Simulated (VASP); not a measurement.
# Al in VASP: a series of runs

Al is run at these levels: LDA; tasks: relaxation of the atoms.

Everything below comes from runs of VASP 6.6.1. Logs are shortened: lines on timing, memory, paths and dates and some standing lists are left out, and cuts for length are marked.

## Step 1: The cell of the first run

The cell holds a slab with vacuum, 6 atoms: a = 2.817 Å, b = 2.817 Å, c = 26.500 Å, α = 90.00°, β = 90.00°, γ = 120.00°.

## Step 2: Relaxation of the atoms, LDA

Contents of INCAR:

```
SYSTEM = Al
PREC = Accurate ; ENCUT = 520
EDIFF = 1E-6 ; ISMEAR = 0
SIGMA = 0.1 ; LREAL = .False.
LASPH = .True. ; NELM = 80
ALGO = Normal ; ISIF = 2
LWAVE = .False. ; LCHARG = .False.
LDIPOL = .True. ; IDIPOL = 3
DIPOL = 0.5 0.5 0.500 ; IBRION = 2
NSW = 80 ; EDIFFG = -0.02
```

Contents of KPOINTS:

```
Automatic mesh
0
Gamma
  12 12 1
  0 0 0
```

Contents of POSCAR:

```
Al
1.0
    2.8168441069      0.0000000000      0.0000000000
   -1.4084220535      2.4394585551      0.0000000000
    0.0000000000      0.0000000000     26.4997179115
Al
6
Direct
    0.6666666667      0.3333333333      0.2830218806
    0.3333333333      0.6666666667      0.3698131284
    0.0000000000      0.0000000000      0.4566043761
    0.6666666667      0.3333333333      0.5433956239
    0.3333333333      0.6666666667      0.6301868716
    0.0000000000      0.0000000000      0.7169781194
```

Potentials or basis: VASP PAW LDA potentials, release 64 (Al).

On the command line:

```bash
> cat potpaw_LDA.64/Al/POTCAR > POTCAR
> mpirun -np 1 vasp_std > vasp.out
```

OUTCAR:

```text
SYSTEM = Al
   PREC = Accurate
   ENCUT = 520
   EDIFF = 1E-6
   ISMEAR = 0
   LREAL = .False.
   LASPH = .True.
   NELM = 80
   ISIF = 2
   IBRION = 2
   NSW = 80
   EDIFFG = -0.02

 ion  position               nearest neighbor table
   1  0.667  0.333  0.283-   2 2.82   2 2.82   2 2.82
   2  0.333  0.667  0.370-   3 2.82   3 2.82   3 2.82   1 2.82   1 2.82   1 2.82
   3  0.000  0.000  0.457-   2 2.82   2 2.82   2 2.82   4 2.82   4 2.82   4 2.82
   4  0.667  0.333  0.543-   5 2.82   5 2.82   5 2.82   3 2.82   3 2.82   3 2.82
   5  0.333  0.667  0.630-   4 2.82   4 2.82   4 2.82   6 2.82   6 2.82   6 2.82
   6  0.000  0.000  0.717-   5 2.82   5 2.82   5 2.82

  LATTYP: Found a hexagonal cell.
 ALAT       =     2.8168441069
 C/A-ratio  =     9.4075912283

  Lattice vectors:

 A1 = (   2.8168441069,   0.0000000000,   0.0000000000)
 A2 = (  -1.4084220535,   2.4394585551,   0.0000000000)
 A3 = (   0.0000000000,   0.0000000000,  26.4997179115)

Analysis of symmetry for initial positions (statically):
=====================================================================
 Subroutine PRICEL returns:
 Original cell was already a primitive cell.

 Routine SETGRP: Setting up the symmetry group for a
 hexagonal supercell.

 Subroutine GETGRP returns: Found 12 space group operations
 (whereof  6 operations were pure point group operations)
 out of a pool of 24 trial point group operations.

The static configuration has the point symmetry C_3v.
 The point group associated with its full space group is D_3d.

Analysis of symmetry for dynamics (positions and initial velocities):
=====================================================================
 Subroutine PRICEL returns:
 Original cell was already a primitive cell.

 Routine SETGRP: Setting up the symmetry group for a
 hexagonal supercell.

 Subroutine GETGRP returns: Found 12 space group operations
 (whereof  6 operations were pure point group operations)
 out of a pool of 24 trial point group operations.

The dynamic configuration has the point symmetry C_3v.
 The point group associated with its full space group is D_3d.

 Subroutine INISYM returns: Found 12 space group operations
 (whereof  6 operations are pure point group operations),
 and found     1 'primitive' translations

----------------------------------------------------------------------------------------

                                     Primitive cell

  volume of cell :     182.0948

  direct lattice vectors                    reciprocal lattice vectors
     2.816844107  0.000000000  0.000000000     0.355007222  0.204963515  0.000000000
    -1.408422054  2.439458555  0.000000000     0.000000000  0.409927030  0.000000000
     0.000000000  0.000000000 26.499717911     0.000000000  0.000000000  0.037736251

  length of vectors
     2.816844107  2.816844107 26.499717911     0.409927030  0.409927030  0.037736251

  position of ions in fractional coordinates (direct lattice)
     0.666666667  0.333333333  0.283021881
     0.333333333  0.666666667  0.369813128
     0.000000000  0.000000000  0.456604376
     0.666666667  0.333333333  0.543395624
     0.333333333  0.666666667  0.630186872
     0.000000000  0.000000000  0.716978119

  ion indices of the primitive-cell ions
   primitive index   ion index
                 1           1
                 2           2
                 3           3
                 4           4
                 5           5
                 6           6

----------------------------------------------------------------------------------------

 KPOINTS: Automatic mesh

Automatic generation of k-mesh.
 Grid dimensions read from file:
 generate k-points for:   12   12    1
[... 23 lines left out ...]
  0.166667  0.000000  0.000000      6.000000
  0.250000  0.000000  0.000000      6.000000
  0.333333  0.000000  0.000000      6.000000
  0.416667  0.000000  0.000000      6.000000
[... 11 lines left out ...]
  0.333333  0.250000  0.000000     12.000000
  0.333333  0.333333  0.000000      2.000000
   k-points           NKPTS =     19   k-points in BZ     NKDIM =     19   number of bands    NBANDS=     13
   number of dos      NEDOS =    301   number of ions     NIONS =      6
   total plane-waves  NPLWV = 115200
   dimension x,y,z NGX =    24 NGY =   24 NGZ =  200
   dimension x,y,z NGXF=    48 NGYF=   48 NGZF=  400
   ions per type =               6
   NGX,Y,Z   is equivalent  to a cutoff of  14.16, 14.16, 12.55 a.u.
   NGXF,Y,Z  is equivalent  to a cutoff of  28.33, 28.33, 25.09 a.u.
 SYSTEM =  Al
   PREC   = accura    normal or accurate (medium, high low for compatibility)
   ISTART =      0    job   : 0-new  1-cont  2-samecut
   ICHARG =      2    charge: 1-file 2-atom 10-const
   ISPIN  =      1    spin polarized calculation?
   LNONCOLLINEAR =      F non collinear calculations
   LSORBIT =      F    spin-orbit coupling
   LASPH  =      T    aspherical Exc in radial PAW
   ENCUT  =  520.0 eV  38.22 Ry    6.18 a.u.   5.24  5.24 49.27*2*pi/ulx,y,z
   NELM   =     80;   NELMIN=  2; NELMDL= -5     # of ELM steps
   EDIFF  = 0.1E-05   stopping-criterion for ELM
   LREAL  =      F    real-space projection
   EDIFFG = -.2E-01   stopping-criterion for IOM
   NSW    =     80    number of steps for IOM
   IBRION =      2    ionic relax: 0-MD 1-quasi-New 2-CG
   NFREE  =      1    steps in history (QN), initial steepest desc. (CG)
   ISIF   =      2    stress and relaxation
   ISYM   =      2    0-nonsym 1-usesym 2-fastsym
   POTIM  = 0.5000    time-step for ionic-motion
   TEBEG  =    0.0;   TEEND  =   0.0 temperature during run
   PSTRESS=    0.0 pullay stress
   NELECT =      18.0000    total number of electrons
   NUPDOWN=      -1.0000    fix difference up-down
   EMIN   =  10.00;   EMAX   =-10.00  energy-range for DOS
   EFERMI =   0.00;   METHOD = LEGACY
   ISMEAR =     0;   SIGMA  =   0.10  broadening in eV -4-tet -1-fermi 0-gaus
   EFERMI_NEDOS =   21; number of points for ismear=-14 and -15
   IALGO  =     38    algorithm
   IMIX   =      4    mixing-type and parameters
     AMIX     =   0.40;   BMIX     =  1.00
     AMIX_MAG =   1.60;   BMIX_MAG =  1.00
  volume/ion in A,a.u.               =      30.35       204.81
  Fermi-wavevector in a.u.,A,eV,Ry     =   0.756949  1.430426  7.795750  0.572971
  Thomas-Fermi vector in A             =   1.855185
   LORBIT       =      0    0 simple, 1 ext, 2 COOP (PROOUT), +10 PAW based schemes
   GGA     = CA    functional components
   LHFCALC =     F    Hartree Fock is set to
   AEXX    =    0.0000 exact exchange contribution
   IVDW    =     0    specifies the selected vdW correction
   LEPSILON=     F    determine dielectric tensor
   LRPA    =     F    only Hartree local field effects (RPA)
 conjugate gradient relaxation of ions
 non-spin polarized calculation
 Gauss-broadening in eV      SIGMA  =   0.10
  energy-cutoff  :      520.00
  volume of cell :      182.09
 maximum number of plane-waves:      4948
 NGX is ok and might be reduce to    24

--------------------------------------- Ionic step        1  -------------------------------------------

 number of electron      18.0000000 magnetization

 Free energy of the ion-electron system (eV)
  ---------------------------------------------------
  ext. energy  EPLUGINS =         0.00000000
  ---------------------------------------------------
  free energy    TOTEN  =       -24.33051955 eV

  energy without entropy =      -24.30997041  energy(sigma->0) =      -24.32024498

------------------------ aborting loop because EDIFF is reached ----------------------------------------

  FORCE on cell =-STRESS in cart. coord.  units (eV):
  Direction    XX          YY          ZZ          XY          YZ          ZX
  --------------------------------------------------------------------------------------
  -------------------------------------------------------------------------------------
  Total       -0.8407802     -0.8407802     -0.0521663      0.0000000     -0.0000000      0.0000000
  in kB       -7.3976805     -7.3976805     -0.4589899      0.0000000     -0.0000000      0.0000000
  external PRESSURE =      -5.0847836 kB  Pullay stress =       0.0000000 kB
[... 61 lines left out ...]
  FREE ENERGIE OF THE ION-ELECTRON SYSTEM (eV)
  ---------------------------------------------------
  free  energy   TOTEN  =       -24.3320622846 eV

  energy  without entropy=      -24.3120256169  energy(sigma->0) =      -24.32204395

 dipolmoment           0.000000      0.000000     -0.000000 electrons x Angstroem

--------------------------------------- Ionic step        3  -------------------------------------------

 number of electron      18.0000000 magnetization

------------------------ aborting loop because EDIFF is reached ----------------------------------------
[... 75 lines left out ...]
--------------------------------------- Ionic step        5  -------------------------------------------

 number of electron      18.0000000 magnetization

 dipolmoment           0.000000      0.000000      0.000000 electrons x Angstroem

 Free energy of the ion-electron system (eV)
  ---------------------------------------------------
  ext. energy  EPLUGINS =         0.00000000
  ---------------------------------------------------
  free energy    TOTEN  =       -24.33327768 eV

  energy without entropy =      -24.31478737  energy(sigma->0) =      -24.32403252

 E-fermi :   2.2725     XC(G=0):  -6.2057

 val. band max:        2.1967544845   @ k =   0.2500   0.1667   0.0000
 cond. band min:       2.2742948802   @ k =   0.3333   0.1667   0.0000
 fundamental gap:      0.0775403956
 Fermi energy:         2.2724673523

 k-point     1 :       0.0000    0.0000    0.0000
  band No.  band energies     occupation
      1      -8.8617      2.00000
      2      -8.3320      2.00000
      3      -7.4844      2.00000
      4      -6.3814      2.00000
      5      -4.9629      2.00000
      6      -3.2183      2.00000
      7      -1.4888      2.00000
      8       0.6509      2.00000
      9       2.7412      0.00000
     10       4.6400      0.00000
     11       5.8650      0.00000
     12       6.8462      0.00000
     13       6.9527      0.00000
[... 276 lines left out ...]
      2      -0.8611      2.00000
      3      -0.8611      2.00000
      4      -0.4191      2.00000
      5      -0.4191      2.00000
      6      -0.2577      2.00000
      7       0.2664      2.00000
      8       0.4803      2.00000
      9       0.4803      2.00000
     10       0.9634      2.00000
     11       1.6624      2.00000
     12       1.6624      2.00000
     13       3.1907      0.00000

------------------------ aborting loop because EDIFF is reached ----------------------------------------

 vacuum level on the upper side and lower side of the slab       (xc-potential included)        -0.201        -0.201

  FORCE on cell =-STRESS in cart. coord.  units (eV):
  Direction    XX          YY          ZZ          XY          YZ          ZX
  --------------------------------------------------------------------------------------
  -------------------------------------------------------------------------------------
  Total       -0.8582082     -0.8582082     -0.1640894      0.0000000      0.0000000      0.0000000
  in kB       -7.5510218     -7.5510218     -1.4437555      0.0000000      0.0000000      0.0000000
  external PRESSURE =      -5.5152663 kB  Pullay stress =       0.0000000 kB
[... 21 lines left out ...]
  FREE ENERGIE OF THE ION-ELECTRON SYSTEM (eV)
  ---------------------------------------------------
  free  energy   TOTEN  =       -24.3332776809 eV

  energy  without entropy=      -24.3147873682  energy(sigma->0) =      -24.32403252

 reached required accuracy - stopping structural energy minimisation

 vacuum level on the upper side and lower side of the slab         6.311         6.311
```

Run time: 68 s. Hardware: 1 thread of Intel Xeon 6975P-C (Granite Rapids), shared host; peak memory 0.25 GiB.

What came out:

- Free energy: -24.3333 eV
- Energy gained by relaxing: 0.5 meV/atom
- Ionic steps: 5
- Largest force after relaxing: 0.011 eV/Å
- Band gap on the k mesh: zero (bands 9 and 10 overlap by 3.27 eV)

Forces in eV/Å, atoms in the order of the input:
```
Al   0.000  0.000  0.011
Al   0.000  0.000  0.005
Al   0.000  0.000 -0.002
Al   0.000  0.000  0.002
Al   0.000  0.000 -0.005
Al   0.000  0.000 -0.011
```

The path:
```
step  energy change (eV)  largest force (eV/Å)  pressure (GPa)
   1              0.0000                0.1215           -0.51
   2             -0.0015                0.0782           -0.52
   3             -0.0024                0.0379           -0.54
   4             -0.0026                0.0263           -0.54
   5             -0.0028                0.0114           -0.55
```

Final structure:
```yaml
crystal:
  lattice:
    - [2.81684, 0.00000, 0.00000]
    - [-1.40842, 2.43946, 0.00000]
    - [0.00000, 0.00000, 26.49972]
  atoms:
    - { symbol: Al, position: [0.66667, 0.33333, 0.28270] }
    - { symbol: Al, position: [0.33333, 0.66667, 0.37054] }
    - { symbol: Al, position: [0.00000, 0.00000, 0.45671] }
    - { symbol: Al, position: [0.66667, 0.33333, 0.54329] }
    - { symbol: Al, position: [0.33333, 0.66667, 0.62946] }
    - { symbol: Al, position: [0.00000, 0.00000, 0.71730] }
```

## Step 3: Relaxation of the atoms, LDA

This run uses another cell than the first one: it holds 4 atoms, not 6.

Contents of INCAR:

```
ALGO = Normal
DIPOL = 0.5 0.5 0.500
EDIFF = 1E-6
EDIFFG = -0.03
ENCUT = 520
IBRION = 2
IDIPOL = 3
ISIF = 2
ISMEAR = 0
LASPH = T
LCHARG = F
LDIPOL = T
LREAL = F
LWAVE = F
NELM = 80
NSW = 90
PREC = Accurate
SIGMA = 0.1
```

Contents of KPOINTS:

```
k-points
0
Gamma
  12 12 1
```

Contents of POSCAR:

```
Al
1.0
    2.8168441069      0.0000000000      0.0000000000
   -1.4084220535      2.4394585551      0.0000000000
    0.0000000000      0.0000000000     23.8998307469
Al
4
Selective dynamics
Direct
    0.6666666667      0.3333333333      0.3556510542  F F F
    0.3333333333      0.6666666667      0.4518836847  F F F
    0.0000000000      0.0000000000      0.5481163153  T T T
    0.6666666667      0.3333333333      0.6443489458  T T T
```

Potentials or basis: VASP PAW LDA potentials, release 64 (Al).

On the command line:

```bash
> cat potpaw_LDA.64/Al/POTCAR > POTCAR
> mpirun -np 1 vasp_std > vasp.out
```

Wall time 59 s (1 thread of Intel Xeon Platinum 8375C at 2.90GHz (Ice Lake), shared host); peak memory 0.24 GiB.

Results (log left out):

```
Free energy               : -15.9031 eV
Energy gained by relaxing : 0.2 meV/atom
Ionic steps               : 3
Band gap on the k mesh    : zero (bands 6 and 7 overlap by 1.88 eV)
```

The path:
| step | energy change (eV) | largest force on free atoms (eV/Å) | pressure (GPa) |
| --- | --- | --- | --- |
| 1 | 0.0000 | 0.1095 | -0.75 |
| 2 | -0.0005 | 0.0701 | -0.75 |
| 3 | -0.0009 | 0.0182 | -0.76 |

Final structure:
```cif
data_structure
_symmetry_space_group_name_H-M 'P 1'
_symmetry_Int_Tables_number 1
_cell_length_a 2.8168
_cell_length_b 2.8168
_cell_length_c 23.8998
_cell_angle_alpha 90.000
_cell_angle_beta 90.000
_cell_angle_gamma 120.000
_cell_volume 164.23
loop_
_atom_site_label
_atom_site_type_symbol
_atom_site_fract_x
_atom_site_fract_y
_atom_site_fract_z
_atom_site_occupancy
Al1 Al 0.66667 0.33333 0.35565 1
Al2 Al 0.33333 0.66667 0.45188 1
Al3 Al 0.00000 0.00000 0.54754 1
Al4 Al 0.66667 0.33333 0.64455 1
```

Levels at points of the mesh, in eV from the Fermi level:
| k point | band 2 | band 3 | band 4 | band 5 | band 6 | band 7 | band 8 | band 9 | band 10 |
| --- | --- | --- | --- | --- | --- | --- | --- | --- | --- |
| (0.00, 0.00, 0.00) | -9.94 | -8.27 | -5.98 | -3.49 | -0.55 | 2.04 | 3.62 | 4.18 | 5.29 |
| (0.50, 0.00, 0.00) | -4.95 | -3.98 | -3.92 | -2.57 | -1.94 | -0.03 | 0.13 | 2.16 | 2.49 |
